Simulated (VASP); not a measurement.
# Pt (Fm-3m) in VASP: further runs

Pt is run at these levels: PBEsol; tasks: single point, relaxation of cell and atoms.

Program: VASP 6.6.1. These are calculated values, not measurements. Logs are shortened: lines on timing, memory, paths and dates and some standing lists are left out, and cuts for length are marked.

**1. The cell of the first run**

Symmetry: Fm-3m, No. 225, cubic system. The conventional cell has a = 3.913 Å, b = 3.913 Å, c = 3.913 Å, α = 90.00°, β = 90.00°, γ = 90.00°. Pt (site symmetry m-3m) has 12 Pt at 2.77 Å within 3.6 Å.

**2. Single point, PBEsol**

INCAR

```
SYSTEM = Pt
PREC = Accurate
ENCUT = 520
EDIFF = 1E-6
ISMEAR = 0
SIGMA = 0.1
LREAL = .FALSE.
LASPH = .TRUE.
NELM = 60
ALGO = Normal
ISIF = 2
LWAVE = .FALSE.
LCHARG = .TRUE.
GGA = PS
LELF = .TRUE.
LVHAR = .TRUE.
NBANDS = 11
```

KPOINTS

```
Automatic mesh
0
G
  8 8 8
  0 0 0
```

POSCAR

```
Pt
1.0
    0.0000000000      1.9565089752      1.9565089752
    1.9565089752      0.0000000000      1.9565089752
    1.9565089752      1.9565089752      0.0000000000
Pt
1
Direct
    0.0000000000      0.0000000000      0.0000000000
```

Potentials or basis: VASP PAW PBE potentials, release 64 (Pt).

Launch:

```sh
$ cat potpaw_PBE.64/Pt/POTCAR > POTCAR
$ mpirun -np 1 vasp_std > vasp.out
```

OUTCAR:

```text
SYSTEM = Pt
   PREC = Accurate
   ENCUT = 520
   EDIFF = 1E-6
   ISMEAR = 0
   LREAL = .FALSE.
   LASPH = .TRUE.
   NELM = 60
   ISIF = 2
   GGA = PS

 ion  position               nearest neighbor table
   1  0.000  0.000  0.000-

  LATTYP: Found a face centered cubic cell.
 ALAT       =     3.9130179504

  Lattice vectors:

 A1 = (   0.0000000000,   1.9565089752,   1.9565089752)
 A2 = (   1.9565089752,   0.0000000000,   1.9565089752)
 A3 = (   1.9565089752,   1.9565089752,   0.0000000000)

Analysis of symmetry for initial positions (statically):
=====================================================================
 Subroutine PRICEL returns:
 Original cell was already a primitive cell.

 Routine SETGRP: Setting up the symmetry group for a
 face centered cubic supercell.

 Subroutine GETGRP returns: Found 48 space group operations
 (whereof 48 operations were pure point group operations)
 out of a pool of 48 trial point group operations.

The static configuration has the point symmetry O_h .

Analysis of symmetry for dynamics (positions and initial velocities):
=====================================================================
 Subroutine PRICEL returns:
 Original cell was already a primitive cell.

 Routine SETGRP: Setting up the symmetry group for a
 face centered cubic supercell.

 Subroutine GETGRP returns: Found 48 space group operations
 (whereof 48 operations were pure point group operations)
 out of a pool of 48 trial point group operations.

The dynamic configuration has the point symmetry O_h .

 Subroutine INISYM returns: Found 48 space group operations
 (whereof 48 operations are pure point group operations),
 and found     1 'primitive' translations

----------------------------------------------------------------------------------------

                                     Primitive cell

  volume of cell :      14.9787

  direct lattice vectors                    reciprocal lattice vectors
     0.000000000  1.956508975  1.956508975    -0.255557223  0.255557223  0.255557223
     1.956508975  0.000000000  1.956508975     0.255557223 -0.255557223  0.255557223
     1.956508975  1.956508975  0.000000000     0.255557223  0.255557223 -0.255557223

  length of vectors
     2.766921528  2.766921528  2.766921528     0.442638094  0.442638094  0.442638094

  position of ions in fractional coordinates (direct lattice)
     0.000000000  0.000000000  0.000000000

  ion indices of the primitive-cell ions
   primitive index   ion index
                 1           1

----------------------------------------------------------------------------------------

 KPOINTS: Automatic mesh

Automatic generation of k-mesh.
 Grid dimensions read from file:
 generate k-points for:    8    8    8

 Generating k-lattice:

  Cartesian coordinates                     Fractional coordinates (reciprocal lattice)
    -0.031944653  0.031944653  0.031944653     0.125000000  0.000000000  0.000000000
     0.031944653 -0.031944653  0.031944653     0.000000000  0.125000000  0.000000000
     0.031944653  0.031944653 -0.031944653     0.000000000  0.000000000  0.125000000

  Length of vectors
     0.055329762  0.055329762  0.055329762

  Shift w.r.t. Gamma in fractional coordinates (k-lattice)
     0.000000000  0.000000000  0.000000000

 Subroutine IBZKPT returns following result:
 ===========================================

 Found     29 irreducible k-points:

 Following reciprocal coordinates:
            Coordinates               Weight
  0.000000  0.000000  0.000000      1.000000
  0.125000  0.000000  0.000000      8.000000
  0.250000  0.000000  0.000000      8.000000
  0.375000  0.000000  0.000000      8.000000
  0.500000  0.000000  0.000000      4.000000
  0.125000  0.125000  0.000000      6.000000
[... 16 lines left out ...]
  0.500000  0.250000  0.125000     48.000000
 -0.375000  0.250000  0.125000     24.000000
 [... further k-points ...]
   k-points           NKPTS =     29   k-points in BZ     NKDIM =     29   number of bands    NBANDS=     11
   number of dos      NEDOS =    301   number of ions     NIONS =      1
   total plane-waves  NPLWV =  13824
   dimension x,y,z NGX =    24 NGY =   24 NGZ =   24
   dimension x,y,z NGXF=    48 NGYF=   48 NGZF=   48
   ions per type =               1
   NGX,Y,Z   is equivalent  to a cutoff of  14.42, 14.42, 14.42 a.u.
   NGXF,Y,Z  is equivalent  to a cutoff of  28.84, 28.84, 28.84 a.u.
 SYSTEM =  Pt
   PREC   = accura    normal or accurate (medium, high low for compatibility)
   ISTART =      0    job   : 0-new  1-cont  2-samecut
   ICHARG =      2    charge: 1-file 2-atom 10-const
   ISPIN  =      1    spin polarized calculation?
   LNONCOLLINEAR =      F non collinear calculations
   LSORBIT =      F    spin-orbit coupling
   LASPH  =      T    aspherical Exc in radial PAW
   ENCUT  =  520.0 eV  38.22 Ry    6.18 a.u.   5.14  5.14  5.14*2*pi/ulx,y,z
   NELM   =     60;   NELMIN=  2; NELMDL= -5     # of ELM steps
   EDIFF  = 0.1E-05   stopping-criterion for ELM
   LREAL  =      F    real-space projection
   EDIFFG = 0.1E-04   stopping-criterion for IOM
   NSW    =      0    number of steps for IOM
   IBRION =     -1    ionic relax: 0-MD 1-quasi-New 2-CG
   NFREE  =      0    steps in history (QN), initial steepest desc. (CG)
   ISIF   =      2    stress and relaxation
   ISYM   =      2    0-nonsym 1-usesym 2-fastsym
   POTIM  = 0.5000    time-step for ionic-motion
   TEBEG  =    0.0;   TEEND  =   0.0 temperature during run
   PSTRESS=    0.0 pullay stress
   NELECT =      10.0000    total number of electrons
   NUPDOWN=      -1.0000    fix difference up-down
   EMIN   =  10.00;   EMAX   =-10.00  energy-range for DOS
   EFERMI =   0.00;   METHOD = LEGACY
   ISMEAR =     0;   SIGMA  =   0.10  broadening in eV -4-tet -1-fermi 0-gaus
   EFERMI_NEDOS =   21; number of points for ismear=-14 and -15
   IALGO  =     38    algorithm
   IMIX   =      4    mixing-type and parameters
     AMIX     =   0.40;   BMIX     =  1.00
     AMIX_MAG =   1.60;   BMIX_MAG =  1.00
  volume/ion in A,a.u.               =      14.98       101.08
  Fermi-wavevector in a.u.,A,eV,Ry     =   1.430813  2.703845 27.854213  2.047227
  Thomas-Fermi vector in A             =   2.550618
   LORBIT       =      0    0 simple, 1 ext, 2 COOP (PROOUT), +10 PAW based schemes
   GGA     = PS    functional components
   LHFCALC =     F    Hartree Fock is set to
   AEXX    =    0.0000 exact exchange contribution
   IVDW    =     0    specifies the selected vdW correction
   LEPSILON=     F    determine dielectric tensor
   LRPA    =     F    only Hartree local field effects (RPA)
 non-spin polarized calculation
 Gauss-broadening in eV      SIGMA  =   0.10
  energy-cutoff  :      520.00
  volume of cell :       14.98
 maximum number of plane-waves:       415
 NGX is ok and might be reduce to    24
   NGX = 11   NGY = 11   NGZ = 11

 number of electron      10.0000000 magnetization

 number of electron       9.9999999 magnetization

 Free energy of the ion-electron system (eV)
  ---------------------------------------------------
  ext. energy  EPLUGINS =         0.00000000
  ---------------------------------------------------
  free energy    TOTEN  =        -6.95675383 eV

  energy without entropy =       -6.94800174  energy(sigma->0) =       -6.95237778

 E-fermi :  11.1620     XC(G=0): -13.6742

 val. band max:       11.0177685875   @ k =  -0.3750   0.3750   0.0000
 cond. band min:      11.1622051710   @ k =  -0.2500   0.1250   0.0000
 fundamental gap:      0.1444365835
 Fermi energy:        11.1620232631

 k-point     1 :       0.0000    0.0000    0.0000
  band No.  band energies     occupation
      1       0.8558      2.00000
      2       7.3541      2.00000
      3       7.3541      2.00000
      4       7.3541      2.00000
      5       9.5514      2.00000
      6       9.5514      2.00000
      7      25.8387      0.00000
      8      30.8320      0.00000
      9      30.8320      0.00000
     10      30.8320      0.00000
     11      36.1638      0.00000

 k-point     2 :       0.1250    0.0000    0.0000
  band No.  band energies     occupation
      1       1.4707      2.00000
      2       7.1074      2.00000
      3       7.5761      2.00000
      4       7.5761      2.00000
      5       9.4481      2.00000
      6       9.4481      2.00000
      7      26.7426      0.00000
      8      28.3574      0.00000
      9      31.7818      0.00000
     10      31.7818      0.00000
     11      37.5199      0.00000

 k-point     3 :       0.2500    0.0000    0.0000
  band No.  band energies     occupation
      1       2.9165      2.00000
      2       6.9937      2.00000
      3       7.7346      2.00000
      4       7.7346      2.00000
      5       9.7256      2.00000
      6       9.7256      2.00000
      7      24.5202      0.00000
      8      27.6021      0.00000
      9      33.9135      0.00000
     10      33.9135      0.00000
     11      34.7711      0.00000

 k-point     4 :       0.3750    0.0000    0.0000
  band No.  band energies     occupation
      1       3.7238      2.00000
      2       7.4536      2.00000
      3       7.4536      2.00000
      4       8.6428      2.00000
      5      10.6959      2.00000
      6      10.6959      2.00000
      7      20.0045      0.00000
      8      26.1012      0.00000
      9      31.6491      0.00000
     10      31.6491      0.00000
     11      37.6975      0.00000
[... 239 lines left out ...]
 k-point    22 :       0.3750    0.2500    0.1250
  band No.  band energies     occupation
      1       4.2074      2.00000
      2       6.0168      2.00000
      3       7.3402      2.00000
      4       9.0343      2.00000
      5       9.1268      2.00000
      6      11.2134      0.46715
      7      24.7418      0.00000
      8      26.9987      0.00000
      9      29.1935      0.00000
     10      31.4595      0.00000
     11      35.5651      0.00000

 k-point    23 :       0.5000    0.2500    0.1250
  band No.  band energies     occupation
      1       5.0405      2.00000
      2       6.5198      2.00000
      3       6.8115      2.00000
      4       8.7406      2.00000
      5      10.4442      2.00000
      6      13.1284      0.00000
      7      20.4855      0.00000
      8      25.6343      0.00000
      9      27.4536      0.00000
     10      31.7385      0.00000
     11      35.5634      0.00000

 k-point    24 :      -0.3750    0.2500    0.1250
  band No.  band energies     occupation
      1       5.0658      2.00000
      2       6.3149      2.00000
      3       7.6884      2.00000
      4       8.4744      2.00000
      5      11.0019      1.97648
      6      15.6206      0.00000
      7      16.7260      0.00000
      8      25.9661      0.00000
      9      26.3146      0.00000
     10      30.3973      0.00000
     11      37.4835      0.00000

 [... further k-points ...]
[... 5 lines left out ...]
  --------------------------------------------------------------------------------------
  -------------------------------------------------------------------------------------
  Total        0.0059620      0.0059620      0.0059620      0.0000000      0.0000000     -0.0000000
  in kB        0.6377117      0.6377117      0.6377117      0.0000000      0.0000000     -0.0000000
  external PRESSURE =       0.6377117 kB  Pullay stress =       0.0000000 kB

 VOLUME and BASIS-vectors are now :
 -----------------------------------------------------------------------------
  energy-cutoff  :      520.00
  volume of cell :       14.98
      direct lattice vectors                 reciprocal lattice vectors
     0.000000000  1.956508975  1.956508975    -0.255557223  0.255557223  0.255557223
     1.956508975  0.000000000  1.956508975     0.255557223 -0.255557223  0.255557223
     1.956508975  1.956508975  0.000000000     0.255557223  0.255557223 -0.255557223

 POSITION                                       TOTAL-FORCE (eV/Angst)
 -----------------------------------------------------------------------------------
      0.00000      0.00000      0.00000         0.000000      0.000000     -0.000000
 -----------------------------------------------------------------------------------
    total drift:                               -0.000000      0.000000     -0.000000

  FREE ENERGIE OF THE ION-ELECTRON SYSTEM (eV)
  ---------------------------------------------------
  free  energy   TOTEN  =        -6.9567538289 eV

  energy  without entropy=       -6.9480017364  energy(sigma->0) =       -6.95237778
```

It took 7.6 s on 1 thread of Intel Xeon Platinum 8259CL at 2.50GHz (Skylake/Cascade Lake), shared host; peak memory 0.14 GiB.

Results:

```
Free energy            : -6.9568 eV
Pressure               : 0.1 GPa
Band gap on the k mesh : zero (band 5 reaches 11.70 eV, above the bottom of band 6 at 9.45 eV)
```

Caveat: the PAW data sets were made with another functional, which shifts forces and pressure a little; spin-orbit coupling is left out, which moves the levels of the heavy elements.

**3. Relaxation of cell and atoms, PBEsol**

This run uses another cell than the first one, of 15.08 Å³/atom, 1.007 times its volume.

INCAR

```
SYSTEM = Pt
PREC = Accurate
ENCUT = 600
EDIFF = 1E-6
ISMEAR = 0
SIGMA = 0.1
LREAL = .False.
LASPH = .True.
NELM = 60
ALGO = Normal
ISIF = 3
LWAVE = .False.
LCHARG = .False.
GGA = PS
IBRION = 2
NSW = 80
EDIFFG = -0.03
```

KPOINTS

```
Automatic mesh
0
Gamma
  8 8 8
  0 0 0
```

POSCAR

```
Pt
1.0
    0.0000000000      1.9609000000      1.9609000000
    1.9609000000      0.0000000000      1.9609000000
    1.9609000000      1.9609000000      0.0000000000
Pt
1
Direct
    0.0000000000      0.0000000000      0.0000000000
```

Potentials or basis: VASP PAW PBE potentials, release 64 (Pt).

Launch:

```sh
$ cat potpaw_PBE.64/Pt/POTCAR > POTCAR
$ mpirun -np 1 vasp_std > vasp.out
```

It took 16 s on 1 thread of Intel Xeon Platinum 8259CL at 2.50GHz (Skylake/Cascade Lake), shared host; peak memory 0.15 GiB.

It converged, with:

- Free energy: -6.9568 eV
- Relaxed volume: 14.99 Å³/atom
- Relaxed cell: a = 2.767 Å, b = 2.767 Å, c = 2.767 Å, α = 60.00°, β = 60.00°, γ = 60.00°
- Space group after relaxing (to 0.05 Å): Fm-3m (No. 225)
- Energy gained by relaxing: 0.5 meV/atom
- Ionic steps: 3
- Pressure after relaxing: 0.0 GPa
- Band gap on the k mesh: zero (band 5 reaches 11.68 eV, above the bottom of band 6 at 9.44 eV)

Step by step:
| step | energy change (eV) | largest force (eV/Å) | pressure (GPa) | volume (Å³) |
| --- | --- | --- | --- | --- |
| 1 | 0.0000 | 0.0000 | -1.78 | 15.08 |
| 2 | 0.0041 | 0.0000 | 5.59 | 14.72 |
| 3 | -0.0005 | 0.0000 | 0.00 | 14.99 |

Final structure:
```yaml
crystal:
  lattice:
    - [0.00000, 1.95687, 1.95687]
    - [1.95687, 0.00000, 1.95687]
    - [1.95687, 1.95687, 0.00000]
  atoms:
    - { symbol: Pt, position: [0.00000, 0.00000, 0.00000] }
```

Levels at points of the mesh, in eV from the Fermi level:
| k point | band 3 | band 4 | band 5 | band 6 | band 7 | band 8 |
| --- | --- | --- | --- | --- | --- | --- |
| (0.00, 0.00, 0.00) | -3.80 | -3.80 | -1.61 | -1.61 | 14.68 | 19.67 |
| (0.50, 0.00, 0.00) | -3.86 | -0.51 | 0.08 | 0.08 | 5.89 | 14.23 |
| (0.50, 0.50, 0.00) | 0.05 | 0.53 | 0.53 | 1.76 | 8.95 | 11.42 |

Caveat: the PAW data sets were made with another functional, which shifts forces and pressure a little; spin-orbit coupling is left out, which moves the levels of the heavy elements.
